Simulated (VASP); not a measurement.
# ZnS (P6_3mc) in VASP: notebook

Runs on ZnS. Level: PBE. Tasks: single point.

Everything below comes from runs of VASP 6.6.1. Logs are shortened: lines on timing, memory, paths and dates and some standing lists are left out, and cuts for length are marked.

### Step 1. The cell of the first run

It takes space group P6_3mc (No. 186, hexagonal). Conventional cell: a = 3.692 Å, b = 3.692 Å, c = 6.304 Å, α = 90.00°, β = 90.00°, γ = 120.00°. Within 3.0 Å of Zn (site symmetry 3m) lie 4 S at 2.27 to 2.36 Å. Within 3.0 Å of S (site symmetry 3m) lie 4 Zn at 2.27 to 2.36 Å.

### Step 2. Single point, PBE

Contents of INCAR:

```
SYSTEM = ZnS
PREC     = Accurate       ! precision mode
ENCUT    = 520            ! plane-wave cutoff, eV
EDIFF    = 1E-6           ! SCF threshold, eV
ISMEAR   = 0              ! smearing method
SIGMA    = 0.05           ! smearing width, eV
LREAL    = .False.        ! projectors in reciprocal space
LASPH    = .True.         ! aspherical terms in the spheres
NELM     = 100            ! most SCF steps
ALGO     = Normal         ! electronic algorithm
ISIF     = 2              ! what is computed and relaxed
LWAVE    = .False.        ! write WAVECAR
LCHARG   = .False.        ! write CHGCAR
GGA      = PE             ! functional
NBANDS   = 26             ! bands
```

Contents of KPOINTS:

```
Automatic mesh
0
Gamma
  9 9 4
  0 0 0
```

Contents of POSCAR:

```
ZnS
1.0
    3.6917363860      0.0000000000      0.0000000000
   -1.8458681930      3.1971374943      0.0000000000
    0.0000000000      0.0000000000      6.3037246812
Zn S
2 2
Direct
    0.3333333333      0.6666666667      0.0052003729
    0.6666666667      0.3333333333      0.5052003729
    0.3333333333      0.6666666667      0.3797996271
    0.6666666667      0.3333333333      0.8797996271
```

Potentials or basis: VASP PAW PBE potentials, release 64 (Zn, S).

The run is started by

```sh
cat potpaw_PBE.64/Zn/POTCAR potpaw_PBE.64/S/POTCAR > POTCAR
mpirun -np 1 vasp_std > vasp.out
```

OUTCAR:

```text
SYSTEM = ZnS
   PREC = Accurate
   ENCUT = 520
   EDIFF = 1E-6
   ISMEAR = 0
   LREAL = .False.
   LASPH = .True.
   NELM = 100
   ISIF = 2
   GGA = PE

 ion  position               nearest neighbor table
   1  0.333  0.667  0.005-   4 2.27   4 2.27   4 2.27   3 2.36
   2  0.667  0.333  0.505-   3 2.27   3 2.27   3 2.27   4 2.36
   3  0.333  0.667  0.380-   2 2.27   2 2.27   2 2.27   1 2.36
   4  0.667  0.333  0.880-   1 2.27   1 2.27   1 2.27   2 2.36

  LATTYP: Found a hexagonal cell.
 ALAT       =     3.6917363860
 C/A-ratio  =     1.7075229708

  Lattice vectors:

 A1 = (   3.6917363860,   0.0000000000,   0.0000000000)
 A2 = (  -1.8458681930,   3.1971374943,   0.0000000000)
 A3 = (   0.0000000000,   0.0000000000,   6.3037246812)

Analysis of symmetry for initial positions (statically):
=====================================================================
 Subroutine PRICEL returns:
 Original cell was already a primitive cell.

 Routine SETGRP: Setting up the symmetry group for a
 hexagonal supercell.

 Subroutine GETGRP returns: Found 12 space group operations
 (whereof  6 operations were pure point group operations)
 out of a pool of 24 trial point group operations.

The static configuration has the point symmetry C_3v.
 The point group associated with its full space group is C_6v.

Analysis of symmetry for dynamics (positions and initial velocities):
=====================================================================
 Subroutine PRICEL returns:
 Original cell was already a primitive cell.

 Routine SETGRP: Setting up the symmetry group for a
 hexagonal supercell.

 Subroutine GETGRP returns: Found 12 space group operations
 (whereof  6 operations were pure point group operations)
 out of a pool of 24 trial point group operations.

The dynamic configuration has the point symmetry C_3v.
 The point group associated with its full space group is C_6v.

 Subroutine INISYM returns: Found 12 space group operations
 (whereof  6 operations are pure point group operations),
 and found     1 'primitive' translations

----------------------------------------------------------------------------------------

                                     Primitive cell

  volume of cell :      74.4028

  direct lattice vectors                    reciprocal lattice vectors
     3.691736386  0.000000000  0.000000000     0.270875246  0.156389896  0.000000000
    -1.845868193  3.197137494  0.000000000     0.000000000  0.312779792  0.000000000
     0.000000000  0.000000000  6.303724681     0.000000000  0.000000000  0.158636370

  length of vectors
     3.691736386  3.691736386  6.303724681     0.312779792  0.312779792  0.158636370

  position of ions in fractional coordinates (direct lattice)
     0.333333333  0.666666667  0.005200373
     0.666666667  0.333333333  0.505200373
     0.333333333  0.666666667  0.379799627
     0.666666667  0.333333333  0.879799627

  ion indices of the primitive-cell ions
   primitive index   ion index
                 1           1
                 2           2
                 3           3
                 4           4

----------------------------------------------------------------------------------------

 KPOINTS: Automatic mesh

Automatic generation of k-mesh.
 Grid dimensions read from file:
 generate k-points for:    9    9    4

 Generating k-lattice:

  Cartesian coordinates                     Fractional coordinates (reciprocal lattice)
     0.030097250  0.017376655  0.000000000     0.111111111  0.000000000  0.000000000
     0.000000000  0.034753310  0.000000000     0.000000000  0.111111111  0.000000000
     0.000000000  0.000000000  0.039659092     0.000000000  0.000000000  0.250000000

  Length of vectors
     0.034753310  0.034753310  0.039659092

  Shift w.r.t. Gamma in fractional coordinates (k-lattice)
     0.000000000  0.000000000  0.000000000

 Subroutine IBZKPT returns following result:
 ===========================================

 Found     36 irreducible k-points:

 Following reciprocal coordinates:
            Coordinates               Weight
  0.000000  0.000000  0.000000      1.000000
  0.111111  0.000000  0.000000      6.000000
  0.222222  0.000000  0.000000      6.000000
  0.333333  0.000000  0.000000      6.000000
  0.444444  0.000000  0.000000      6.000000
  0.111111  0.111111  0.000000      6.000000
[... 16 lines left out ...]
  0.333333  0.222222  0.250000     24.000000
  0.333333  0.333333  0.250000      4.000000
 [... further k-points ...]
   k-points           NKPTS =     36   k-points in BZ     NKDIM =     36   number of bands    NBANDS=     26
   number of dos      NEDOS =    301   number of ions     NIONS =      4
   total plane-waves  NPLWV =  37632
   dimension x,y,z NGX =    28 NGY =   28 NGZ =   48
   dimension x,y,z NGXF=    56 NGYF=   56 NGZF=   96
   ions per type =               2   2
   NGX,Y,Z   is equivalent  to a cutoff of  12.61, 12.61, 12.66 a.u.
   NGXF,Y,Z  is equivalent  to a cutoff of  25.22, 25.22, 25.32 a.u.
 SYSTEM =  ZnS
   PREC   = accura    normal or accurate (medium, high low for compatibility)
   ISTART =      0    job   : 0-new  1-cont  2-samecut
   ICHARG =      2    charge: 1-file 2-atom 10-const
   ISPIN  =      1    spin polarized calculation?
   LNONCOLLINEAR =      F non collinear calculations
   LSORBIT =      F    spin-orbit coupling
   LASPH  =      T    aspherical Exc in radial PAW
   ENCUT  =  520.0 eV  38.22 Ry    6.18 a.u.   6.86  6.86 11.72*2*pi/ulx,y,z
   NELM   =    100;   NELMIN=  2; NELMDL= -5     # of ELM steps
   EDIFF  = 0.1E-05   stopping-criterion for ELM
   LREAL  =      F    real-space projection
[... 7 lines left out ...]
   TEBEG  =    0.0;   TEEND  =   0.0 temperature during run
   PSTRESS=    0.0 pullay stress
   NELECT =      36.0000    total number of electrons
   NUPDOWN=      -1.0000    fix difference up-down
   EMIN   =  10.00;   EMAX   =-10.00  energy-range for DOS
   EFERMI =   0.00;   METHOD = LEGACY
   ISMEAR =     0;   SIGMA  =   0.05  broadening in eV -4-tet -1-fermi 0-gaus
   EFERMI_NEDOS =   21; number of points for ismear=-14 and -15
   IALGO  =     38    algorithm
   IMIX   =      4    mixing-type and parameters
     AMIX     =   0.40;   BMIX     =  1.00
     AMIX_MAG =   1.60;   BMIX_MAG =  1.00
  volume/ion in A,a.u.               =      18.60       125.52
  Fermi-wavevector in a.u.,A,eV,Ry     =   1.285225  2.428724 22.474157  1.651804
  Thomas-Fermi vector in A             =   2.417372
   LORBIT       =      0    0 simple, 1 ext, 2 COOP (PROOUT), +10 PAW based schemes
   GGA     = PE    functional components
   LHFCALC =     F    Hartree Fock is set to
   AEXX    =    0.0000 exact exchange contribution
   IVDW    =     0    specifies the selected vdW correction
   LEPSILON=     F    determine dielectric tensor
   LRPA    =     F    only Hartree local field effects (RPA)
 non-spin polarized calculation
 Gauss-broadening in eV      SIGMA  =   0.05
  energy-cutoff  :      520.00
  volume of cell :       74.40
 maximum number of plane-waves:      2016
 NGX is ok and might be reduce to    28
   NGX = 13   NGY = 13   NGZ = 23

 number of electron      36.0000012 magnetization

 Free energy of the ion-electron system (eV)
  ---------------------------------------------------
  ext. energy  EPLUGINS =         0.00000000
  ---------------------------------------------------
  free energy    TOTEN  =       -13.51965712 eV

  energy without entropy =      -13.51965712  energy(sigma->0) =      -13.51965712

 E-fermi :   3.0049     XC(G=0):  -9.9056

 val. band max:        2.7518096492   @ k =   0.0000   0.0000   0.0000
 cond. band min:       5.0758618935   @ k =   0.0000   0.0000   0.0000
 fundamental gap:      2.3240522443
 Fermi energy:         3.0048718909

 k-point     1 :       0.0000    0.0000    0.0000
  band No.  band energies     occupation
      1     -10.9052      2.00000
      2      -9.9646      2.00000
      3      -3.9111      2.00000
      4      -3.9111      2.00000
      5      -3.8926      2.00000
      6      -3.8324      2.00000
[... 18 lines left out ...]
     25      10.4644      0.00000
     26      11.9481      0.00000

 k-point     2 :       0.1111    0.0000    0.0000
  band No.  band energies     occupation
      1     -10.8094      2.00000
      2      -9.9039      2.00000
      3      -3.9226      2.00000
      4      -3.8908      2.00000
      5      -3.8730      2.00000
      6      -3.8241      2.00000
[... 18 lines left out ...]
     25      10.8765      0.00000
     26      11.4258      0.00000

 k-point     3 :       0.2222    0.0000    0.0000
  band No.  band energies     occupation
      1     -10.5450      2.00000
      2      -9.7501      2.00000
      3      -3.9436      2.00000
      4      -3.8459      2.00000
      5      -3.8439      2.00000
      6      -3.7651      2.00000
[... 18 lines left out ...]
     25      11.1227      0.00000
     26      11.5056      0.00000

 k-point     4 :       0.3333    0.0000    0.0000
  band No.  band energies     occupation
      1     -10.1884      2.00000
      2      -9.5862      2.00000
      3      -3.9387      2.00000
      4      -3.8209      2.00000
      5      -3.8019      2.00000
      6      -3.6455      2.00000
[... 18 lines left out ...]
     25      11.4506      0.00000
     26      12.8310      0.00000
[... 496 lines left out ...]
      1      -9.9392      2.00000
      2      -9.5980      2.00000
      3      -3.8551      2.00000
      4      -3.8300      2.00000
      5      -3.7138      2.00000
      6      -3.6745      2.00000
[... 18 lines left out ...]
     25      11.1005      0.00000
     26      12.1767      0.00000

 k-point    23 :       0.3333    0.2222    0.2500
  band No.  band energies     occupation
      1      -9.7049      2.00000
      2      -9.5330      2.00000
      3      -3.8589      2.00000
      4      -3.7425      2.00000
      5      -3.6775      2.00000
      6      -3.6022      2.00000
[... 18 lines left out ...]
     25      12.1110      0.00000
     26      12.5950      0.00000

 k-point    24 :       0.3333    0.3333    0.2500
  band No.  band energies     occupation
      1      -9.5674      2.00000
      2      -9.5674      2.00000
      3      -3.8542      2.00000
      4      -3.6764      2.00000
      5      -3.6764      2.00000
      6      -3.6145      2.00000
[... 18 lines left out ...]
     25      12.8663      0.00000
     26      12.9377      0.00000

 [... further k-points ...]
[... 5 lines left out ...]
  --------------------------------------------------------------------------------------
  -------------------------------------------------------------------------------------
  Total        4.3537187      4.3537187      1.2648752      0.0000000      0.0000000      0.0000000
  in kB       93.7522538     93.7522538     27.2376111      0.0000000      0.0000000      0.0000000
  external PRESSURE =      71.5807062 kB  Pullay stress =       0.0000000 kB

 VOLUME and BASIS-vectors are now :
 -----------------------------------------------------------------------------
  energy-cutoff  :      520.00
  volume of cell :       74.40
      direct lattice vectors                 reciprocal lattice vectors
     3.691736386  0.000000000  0.000000000     0.270875246  0.156389896  0.000000000
    -1.845868193  3.197137494  0.000000000     0.000000000  0.312779792  0.000000000
     0.000000000  0.000000000  6.303724681     0.000000000  0.000000000  0.158636370

 POSITION                                       TOTAL-FORCE (eV/Angst)
 -----------------------------------------------------------------------------------
     -0.00000      2.13142      0.03278        -0.000000     -0.000000      0.348265
      1.84587      1.06571      3.18464         0.000000      0.000000      0.348265
     -0.00000      2.13142      2.39415         0.000000     -0.000000     -0.348265
      1.84587      1.06571      5.54601        -0.000000     -0.000000     -0.348265
 -----------------------------------------------------------------------------------
    total drift:                               -0.000001     -0.000001      0.000183

  FREE ENERGIE OF THE ION-ELECTRON SYSTEM (eV)
  ---------------------------------------------------
  free  energy   TOTEN  =       -13.5196571242 eV

  energy  without entropy=      -13.5196571242  energy(sigma->0) =      -13.51965712
```

Run time: 1.8 min. Hardware: 1 thread of AMD EPYC 7R43 (Zen 3), shared host; peak memory 0.17 GiB.

What came out:

```
Free energy            : -13.5197 eV
Pressure               : 7.2 GPa
Largest force          : 0.348 eV/Å
Band gap on the k mesh : 2.32 eV, direct
```

Forces in eV/Å, atoms in the order of the input:
```
Zn   0.000  0.000  0.348
Zn   0.000  0.000  0.348
S    0.000  0.000 -0.348
S    0.000  0.000 -0.348
```

### Step 3. Single point, PBE

This run uses another cell than the first one, of 19.12 Å³/atom, 1.028 times its volume.

Contents of INCAR:

```
SYSTEM = ZnS
PREC = Accurate
ENCUT = 520
EDIFF = 1E-7
ISMEAR = 0
SIGMA = 0.05
LREAL = .FALSE.
LASPH = .TRUE.
NELM = 100
ALGO = Normal
ISIF = 2
LWAVE = .FALSE.
LCHARG = .FALSE.
GGA = PE
NBANDS = 26
```

Contents of KPOINTS:

```
regular mesh
0
G
  9 9 4
  0 0 0
```

POSCAR: that of step 2 with these lines changed.

```diff
@@ -2,4 +2,4 @@
 1.0
-    3.6917363860      0.0000000000      0.0000000000
-   -1.8458681930      3.1971374943      0.0000000000
+    3.7428823172      0.0000000000      0.0000000000
+   -1.8714411586      3.2414311700      0.0000000000
     0.0000000000      0.0000000000      6.3037246812
```

Potentials or basis: VASP PAW PBE potentials, release 64 (Zn, S).

The run is started by

```sh
cat potpaw_PBE.64/Zn/POTCAR potpaw_PBE.64/S/POTCAR > POTCAR
mpirun -np 1 vasp_std > vasp.out
```

It took 1.9 min on 1 thread of AMD EPYC 7R43 (Zen 3), shared host; peak memory 0.18 GiB.

Results (log left out):

| Item | Value |
| --- | --- |
| Free energy | -13.6179 eV |
| Pressure | 4.5 GPa |
| Largest force | 0.208 eV/Å |
| Band gap on the k mesh | 2.26 eV, direct |

Forces on the atoms (eV/Å):
```
Zn   0.000  0.000  0.208
Zn   0.000  0.000  0.208
S    0.000  0.000 -0.208
S    0.000  0.000 -0.208
```

Stress tensor (GPa, compression positive):
```
5.84 0.00 0.00
0.00 5.84 0.00
0.00 0.00 1.78
```

Levels at points of the mesh, in eV from the valence-band top:
| k point | band 15 | band 16 | band 17 | band 18 | band 19 | band 20 | band 21 | band 22 |
| --- | --- | --- | --- | --- | --- | --- | --- | --- |
| (0.00, 0.00, 0.00) | -0.86 | -0.18 | 0.00 | 0.00 | 2.26 | 3.31 | 6.27 | 6.38 |
| (0.00, 0.00, 0.50) | -0.45 | -0.45 | -0.45 | -0.45 | 3.71 | 3.71 | 6.71 | 6.71 |

Expect the measured gap to be larger: semilocal functionals such as PBE lack the derivative discontinuity.

### Step 4. Single point, PBE

This run uses another cell than the first one, of 19.65 Å³/atom, 1.056 times its volume.

Contents of INCAR:

```
SYSTEM = ZnS
  PREC = Accurate
  ENCUT = 520
  EDIFF = 1E-7
  ISMEAR = 0
  SIGMA = 0.05
  LREAL = .False.
  LASPH = .True.
  NELM = 80
  ALGO = Normal
  ISIF = 2
  LWAVE = .False.
  LCHARG = .False.
  GGA = PE
  NBANDS = 26
```

Contents of KPOINTS:

```
regular mesh
0
Gamma
  9 9 4
  0 0 0
```

POSCAR: that of step 3 with these lines changed.

```diff
@@ -2,4 +2,4 @@
 1.0
-    3.7428823172      0.0000000000      0.0000000000
-   -1.8714411586      3.2414311700      0.0000000000
+    3.7944128042      0.0000000000      0.0000000000
+   -1.8972064021      3.2860578809      0.0000000000
     0.0000000000      0.0000000000      6.3037246812
```

Potentials or basis: VASP PAW PBE potentials, release 64 (Zn, S).

The run is started by

```sh
cat potpaw_PBE.64/Zn/POTCAR potpaw_PBE.64/S/POTCAR > POTCAR
mpirun -np 1 vasp_std > vasp.out
```

OUTCAR:

```text
SYSTEM = ZnS
   PREC = Accurate
   ENCUT = 520
   EDIFF = 1E-7
   ISMEAR = 0
   LREAL = .False.
   LASPH = .True.
   NELM = 80
   ISIF = 2
   GGA = PE

 ion  position               nearest neighbor table
   1  0.333  0.667  0.005-   4 2.33   4 2.33   4 2.33   3 2.36
   2  0.667  0.333  0.505-   3 2.33   3 2.33   3 2.33   4 2.36
   3  0.333  0.667  0.380-   2 2.33   2 2.33   2 2.33   1 2.36
   4  0.667  0.333  0.880-   1 2.33   1 2.33   1 2.33   2 2.36

  LATTYP: Found a hexagonal cell.
 ALAT       =     3.7944128042
 C/A-ratio  =     1.6613175757

[... 888 lines left out ...]

 [... further k-points ...]
[... 5 lines left out ...]
  --------------------------------------------------------------------------------------
  -------------------------------------------------------------------------------------
  Total        1.3581111      1.3581111      0.4559190      0.0000000      0.0000000      0.0000000
  in kB       27.6840010     27.6840010      9.2935417      0.0000000      0.0000000      0.0000000
  external PRESSURE =      21.5538479 kB  Pullay stress =       0.0000000 kB

 VOLUME and BASIS-vectors are now :
 -----------------------------------------------------------------------------
  energy-cutoff  :      520.00
  volume of cell :       78.60
      direct lattice vectors                 reciprocal lattice vectors
     3.794412804  0.000000000  0.000000000     0.263545389  0.152158002  0.000000000
    -1.897206402  3.286057881  0.000000000     0.000000000  0.304316003  0.000000000
     0.000000000  0.000000000  6.303724681     0.000000000  0.000000000  0.158636370

 POSITION                                       TOTAL-FORCE (eV/Angst)
 -----------------------------------------------------------------------------------
     -0.00000      2.19071      0.03278         0.000000     -0.000000      0.092435
      1.89721      1.09535      3.18464        -0.000000      0.000000      0.092435
     -0.00000      2.19071      2.39415        -0.000000      0.000000     -0.092435
      1.89721      1.09535      5.54601        -0.000000      0.000000     -0.092435
 -----------------------------------------------------------------------------------
    total drift:                               -0.000000     -0.000000     -0.000249

  FREE ENERGIE OF THE ION-ELECTRON SYSTEM (eV)
  ---------------------------------------------------
  free  energy   TOTEN  =       -13.6745605432 eV

  energy  without entropy=      -13.6745605432  energy(sigma->0) =      -13.67456054
```

stdout:

```text
POSCAR found type information on POSCAR ZnS
 POSCAR found :  2 types and       4 ions
 scaLAPACK will be used
 LDA part: xc-table for (Slater+PW92), standard interpolation
 POSCAR, INCAR and KPOINTS ok, starting setup
 FFT: planning ... GRIDC
 FFT: planning ... GRID_SOFT
 FFT: planning ... GRID
 WAVECAR not read
 entering main loop
```

Wall time 94 s (1 thread of AMD EPYC 7R43 (Zen 3), shared host); peak memory 0.17 GiB.

What came out:

| Item | Value |
| --- | --- |
| Free energy | -13.6746 eV |
| Pressure | 2.2 GPa |
| Largest force | 0.092 eV/Å |
| Band gap on the k mesh | 2.17 eV, direct |

Forces in eV/Å, atoms in the order of the input:
```
Zn   0.000  0.000  0.092
Zn   0.000  0.000  0.092
S    0.000  0.000 -0.092
S    0.000  0.000 -0.092
```

Levels at points of the mesh, in eV from the valence-band top:
```csv
k point,band 16,band 17,band 18,band 19,band 20,band 21
"(0.00, 0.00, 0.00)",-0.12,0.00,0.00,2.17,3.18,6.35
"(0.00, 0.00, 0.50)",-0.45,-0.45,-0.45,3.59,3.59,6.74
```

A hybrid or GW would open this gap; PBE tends to underestimate it.

### Step 5. The runs side by side

| cell | gap on the mesh (eV) | pressure (GPa) | largest force (eV/Å) |
| --- | --- | --- | --- |
| a = 3.692, b = 3.692, c = 6.304 Å, angles 90.0, 90.0, 120.0°, 4 atoms | 2.32 | 7.2 | 0.35 |
| a = 3.743, b = 3.743, c = 6.304 Å, angles 90.0, 90.0, 120.0°, 4 atoms | 2.26 | 4.5 | 0.21 |
| a = 3.794, b = 3.794, c = 6.304 Å, angles 90.0, 90.0, 120.0°, 4 atoms | 2.17 | 2.2 | 0.09 |

Alike in all rows: task single point; level PBE; potentials or basis VASP PAW PBE potentials, release 64 (Zn, S); no spin polarisation; k mesh 9 × 9 × 4; cutoff (eV) 520; smearing gaussian 0.05 eV.

Total energies depend on the potentials used, so only differences within one code and one set of settings carry meaning.
